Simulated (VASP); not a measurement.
# MnGe (CsCl type) (Pm-3m) in VASP: notebook

Runs on MnGe (CsCl type). Level: LDA. Tasks: single point, relaxation of cell and atoms.

Everything below comes from runs of VASP 6.6.1. Logs are shortened: lines on timing, memory, paths and dates and some standing lists are left out, and cuts for length are marked.

## Step 1: The cell of the first run

The structure is cubic, space group Pm-3m (No. 221). The conventional cell has a = 2.542 Å, b = 2.542 Å, c = 2.542 Å, α = 90.00°, β = 90.00°, γ = 90.00°. Mn (site symmetry m-3m) has 8 Ge at 2.20 Å and 6 Mn at 2.54 Å within 2.9 Å. Within 2.9 Å of Ge (site symmetry m-3m) lie 8 Mn at 2.20 Å and 6 Ge at 2.54 Å.

## Step 2: Single point, LDA, collinear spin, ferromagnetic start

INCAR reads:

```
SYSTEM = MnGe
ALGO = Normal ; EDIFF = 1E-7
ENCUT = 520 ; ISIF = 2
ISMEAR = -1 ; ISPIN = 2
LASPH = .True. ; LCHARG = .False.
LMAXMIX = 4 ; LORBIT = 11
LREAL = .False. ; LWAVE = .False.
MAGMOM = 3 0 ; NBANDS = 24
NELM = 150 ; PREC = Accurate
SIGMA = 0.1
```

KPOINTS reads:

```
k-points
0
Gamma
  13 13 13
  0 0 0
```

POSCAR reads:

```
MnGe
1.0
    2.5420068892      0.0000000000      0.0000000000
    0.0000000000      2.5420068892      0.0000000000
    0.0000000000      0.0000000000      2.5420068892
Mn Ge
1 1
Direct
    0.0000000000      0.0000000000      0.0000000000
    0.5000000000      0.5000000000      0.5000000000
```

Potentials or basis: VASP PAW LDA potentials, release 64 (Mn_pv, Ge_d).

Started as:

```bash
$ cat potpaw_LDA.64/Mn_pv/POTCAR potpaw_LDA.64/Ge_d/POTCAR > POTCAR
$ mpirun -np 1 vasp_std > vasp.out
```

OUTCAR:

```text
SYSTEM = MnGe
   EDIFF = 1E-7
   ENCUT = 520
   ISIF = 2
   ISMEAR = -1
   ISPIN = 2
   LASPH = .True.
   LORBIT = 11
   LREAL = .False.
   NELM = 150
   PREC = Accurate

 ion  position               nearest neighbor table
   1  0.000  0.000  0.000-   2 2.20   2 2.20   2 2.20   2 2.20   2 2.20   2 2.20   2 2.20   2 2.20

   2  0.500  0.500  0.500-   1 2.20   1 2.20   1 2.20   1 2.20   1 2.20   1 2.20   1 2.20   1 2.20

  LATTYP: Found a simple cubic cell.
 ALAT       =     2.5420068892

  Lattice vectors:

 A1 = (   2.5420068892,   0.0000000000,   0.0000000000)
 A2 = (   0.0000000000,   2.5420068892,   0.0000000000)
 A3 = (   0.0000000000,   0.0000000000,   2.5420068892)

Analysis of symmetry for initial positions (statically):
=====================================================================
 Subroutine PRICEL returns:
 Original cell was already a primitive cell.

 Routine SETGRP: Setting up the symmetry group for a
 simple cubic supercell.

 Subroutine GETGRP returns: Found 48 space group operations
[... 9 lines left out ...]

 Routine SETGRP: Setting up the symmetry group for a
 simple cubic supercell.

 Subroutine GETGRP returns: Found 48 space group operations
 (whereof 48 operations were pure point group operations)
 out of a pool of 48 trial point group operations.

The dynamic configuration has the point symmetry O_h .

Analysis of structural, dynamic, and magnetic symmetry:
=====================================================================
 Subroutine PRICEL returns:
 Original cell was already a primitive cell.

 Routine SETGRP: Setting up the symmetry group for a
 simple cubic supercell.

 Subroutine GETGRP returns: Found 48 space group operations
 (whereof 48 operations were pure point group operations)
 out of a pool of 48 trial point group operations.

The overall configuration has the point symmetry O_h .

 Subroutine INISYM returns: Found 48 space group operations
[... 5 lines left out ...]
                                     Primitive cell

  volume of cell :      16.4259

  direct lattice vectors                    reciprocal lattice vectors
     2.542006889  0.000000000  0.000000000     0.393389965  0.000000000  0.000000000
     0.000000000  2.542006889  0.000000000     0.000000000  0.393389965  0.000000000
     0.000000000  0.000000000  2.542006889     0.000000000  0.000000000  0.393389965

  length of vectors
     2.542006889  2.542006889  2.542006889     0.393389965  0.393389965  0.393389965

  position of ions in fractional coordinates (direct lattice)
     0.000000000  0.000000000  0.000000000
     0.500000000  0.500000000  0.500000000

  ion indices of the primitive-cell ions
   primitive index   ion index
[... 96 lines left out ...]
  Fermi-wavevector in a.u.,A,eV,Ry     =   1.932054  3.651054 50.788295  3.732834
  Thomas-Fermi vector in A             =   2.963900
   LORBIT       =     11    0 simple, 1 ext, 2 COOP (PROOUT), +10 PAW based schemes
   GGA     = CA    functional components
   LHFCALC =     F    Hartree Fock is set to
   AEXX    =    0.0000 exact exchange contribution
   IVDW    =     0    specifies the selected vdW correction
   LEPSILON=     F    determine dielectric tensor
   LRPA    =     F    only Hartree local field effects (RPA)
 spin polarized calculation
  energy-cutoff  :      520.00
  volume of cell :       16.43
 maximum number of plane-waves:       461
 NGX is ok and might be reduce to    20
   NGX =  9   NGY =  9   NGZ =  9

 number of electron      27.0000008 magnetization      -0.0211772

 number of electron      27.0000008 magnetization       0.0006131

 Free energy of the ion-electron system (eV)
  ---------------------------------------------------
  ext. energy  EPLUGINS =         0.00000000
  ---------------------------------------------------
  free energy    TOTEN  =       -12.63832022 eV

  energy without entropy =      -12.58940867  energy(sigma->0) =      -12.61386444

 E-fermi :  16.7130     XC(G=0): -16.2983

 val. band max:       16.7019425171   @ k =   0.4615   0.4615   0.1538
 cond. band min:      16.7265183634   @ k =   0.4615   0.3846   0.2308
 fundamental gap:      0.0245758463
 Fermi energy:        16.7130035452

 spin component 1

 k-point     1 :       0.0000    0.0000    0.0000
  band No.  band energies     occupation
      1     -30.3164      1.00000
      2     -30.3164      1.00000
      3     -30.3164      1.00000
      4      -8.8690      1.00000
      5      -8.8690      1.00000
      6      -8.4280      1.00000
[... 637 lines left out ...]
     23      40.6601      0.00000
     24      43.1331      0.00000

 [... further k-points ...]

 spin component 2

 k-point     1 :       0.0000    0.0000    0.0000
  band No.  band energies     occupation
      1     -30.3158      1.00000
      2     -30.3158      1.00000
      3     -30.3158      1.00000
      4      -8.8690      1.00000
      5      -8.8690      1.00000
      6      -8.4280      1.00000
[... 637 lines left out ...]
     23      40.6603      0.00000
     24      43.1332      0.00000

 [... further k-points ...]

------------------------ aborting loop because EDIFF is reached ----------------------------------------

  FORCE on cell =-STRESS in cart. coord.  units (eV):
  Direction    XX          YY          ZZ          XY          YZ          ZX
  --------------------------------------------------------------------------------------
  -------------------------------------------------------------------------------------
  Total       17.6991984     17.6991984     17.6991984      0.0000000      0.0000000     -0.0000000
  in kB     1726.3705160   1726.3705160   1726.3705160      0.0000000      0.0000000     -0.0000000
  external PRESSURE =    1726.3705160 kB  Pullay stress =       0.0000000 kB

 VOLUME and BASIS-vectors are now :
 -----------------------------------------------------------------------------
  energy-cutoff  :      520.00
  volume of cell :       16.43
      direct lattice vectors                 reciprocal lattice vectors
     2.542006889  0.000000000  0.000000000     0.393389965  0.000000000  0.000000000
     0.000000000  2.542006889  0.000000000     0.000000000  0.393389965  0.000000000
     0.000000000  0.000000000  2.542006889     0.000000000  0.000000000  0.393389965

 POSITION                                       TOTAL-FORCE (eV/Angst)
 -----------------------------------------------------------------------------------
      0.00000      0.00000      0.00000         0.000000      0.000000      0.000000
      1.27100      1.27100      1.27100         0.000000      0.000000      0.000000
 -----------------------------------------------------------------------------------
    total drift:                               -0.000000      0.000000      0.000000

  FREE ENERGIE OF THE ION-ELECTRON SYSTEM (eV)
  ---------------------------------------------------
  free  energy   TOTEN  =       -12.6383202166 eV

  energy  without entropy=      -12.5894086697  energy(sigma->0) =      -12.61386444

 total charge

# of ion       s       p       d       tot
------------------------------------------
    1        0.441   6.585   5.995  13.021
    2        1.148   1.819  10.433  13.400
--------------------------------------------------
tot          1.588   8.404  16.429  26.421

 magnetization (x)

# of ion       s       p       d       tot
------------------------------------------
    1        0.000   0.000   0.000   0.000
    2       -0.000  -0.000   0.000  -0.000
--------------------------------------------------
tot         -0.000  -0.000   0.000   0.000
```

Wall time 46 s (1 thread of AMD EPYC 7R13 (Zen 3), shared host); peak memory 0.13 GiB.

What came out:

- Free energy: -12.6383 eV
- Pressure: 172.6 GPa
- Net moment: 0.00 μB per cell
- Valence electrons inside the program's atomic spheres: Mn 13.02; Ge 13.40

Levels at points of the mesh, in eV from the Fermi level:
Spin up:
```tsv
k point	band 12	band 13	band 14	band 15	band 16	band 17
(0.00, 0.00, 0.00)	0.51	0.51	0.51	4.93	4.93	4.93
```
Spin down:
| k point | band 12 | band 13 | band 14 | band 15 | band 16 | band 17 |
| --- | --- | --- | --- | --- | --- | --- |
| (0.00, 0.00, 0.00) | 0.51 | 0.51 | 0.51 | 4.93 | 4.93 | 4.93 |

Caveat: the starting moments collapsed, and a magnetic state may lie lower.

## Step 3: Relaxation of cell and atoms, LDA, collinear spin, ferromagnetic start

This run uses another cell than the first one, of 11.45 Å³/atom, 1.394 times its volume.

INCAR reads:

```
ALGO = Normal
EDIFF = 1E-7
EDIFFG = -0.005
ENCUT = 500
GGA = CA
GGA_COMPAT = False
IBRION = 2
ISIF = 3
ISMEAR = -1
ISPIN = 2
LASPH = True
LCHARG = False
LMAXMIX = 4
LORBIT = 11
LREAL = False
LWAVE = False
MAGMOM = 3 0
NELM = 200
NELMIN = 4
NSW = 60
PREC = Accurate
SIGMA = 0.1
```

KPOINTS reads:

```
k-points
0
Gamma
  13 13 13
```

POSCAR reads:

```
MnGe
1.0
    2.8395802225      0.0000000000      0.0000000000
    0.0000000000      2.8395802225      0.0000000000
    0.0000000000      0.0000000000      2.8395802225
Mn Ge
1 1
Direct
    0.0000000000      0.0000000000      0.0000000000
    0.5000000000      0.5000000000      0.5000000000
```

Potentials or basis: VASP PAW LDA potentials, release 64 (Mn_pv, Ge_d).

Started as:

```bash
$ cat potpaw_LDA.64/Mn_pv/POTCAR potpaw_LDA.64/Ge_d/POTCAR > POTCAR
$ mpirun -np 1 vasp_std > vasp.out
```

Run time: 4.9 min. Hardware: 1 thread of Intel Xeon 8259CL, shared host; peak memory 0.18 GiB.

The run converged. Its results:

| Property | Result |
| --- | --- |
| Free energy | -15.3458 eV |
| Relaxed volume | 11.70 Å³/atom |
| Relaxed cell | a = 2.861 Å, b = 2.861 Å, c = 2.861 Å, α = 90.00°, β = 90.00°, γ = 90.00° |
| Space group after relaxing (to 0.05 Å) | Pm-3m (No. 221) |
| Energy gained by relaxing | 3.8 meV/atom |
| Ionic steps | 3 |
| Pressure after relaxing | 0.0 GPa |
| Net moment | 0.00 μB per cell |
| Valence electrons inside the program's atomic spheres | Mn 12.03; Ge 12.61 |

Step by step:
```csv
step,energy change (eV),largest force (eV/Å),pressure (GPa),volume (Å³)
1,0.0000,0.0000,4.94,22.90
2,0.0049,0.0000,-5.77,24.08
3,-0.0077,0.0000,-0.01,23.41
```

Final structure:
```yaml
crystal:
  lattice:
    - [2.86057, 0.00000, 0.00000]
    - [0.00000, 2.86057, 0.00000]
    - [0.00000, 0.00000, 2.86057]
  atoms:
    - { symbol: Mn, position: [0.00000, 0.00000, 0.00000] }
    - { symbol: Ge, position: [0.50000, 0.50000, 0.50000] }
```

Levels at points of the mesh, in eV from the Fermi level:
Spin up:
```csv
k point,band 11,band 12,band 13,band 14,band 15,band 16,band 17,band 18
"(0.00, 0.00, 0.00)",-2.45,0.33,0.33,0.33,3.49,3.49,3.49,10.79
```
Spin down:
```csv
k point,band 10,band 11,band 12,band 13,band 14,band 15,band 16,band 17,band 18,band 19
"(0.00, 0.00, 0.00)",-2.45,-2.45,0.33,0.33,0.33,3.49,3.49,3.49,10.79,10.79
```

Caveat: the starting moments collapsed, and a magnetic state may lie lower.
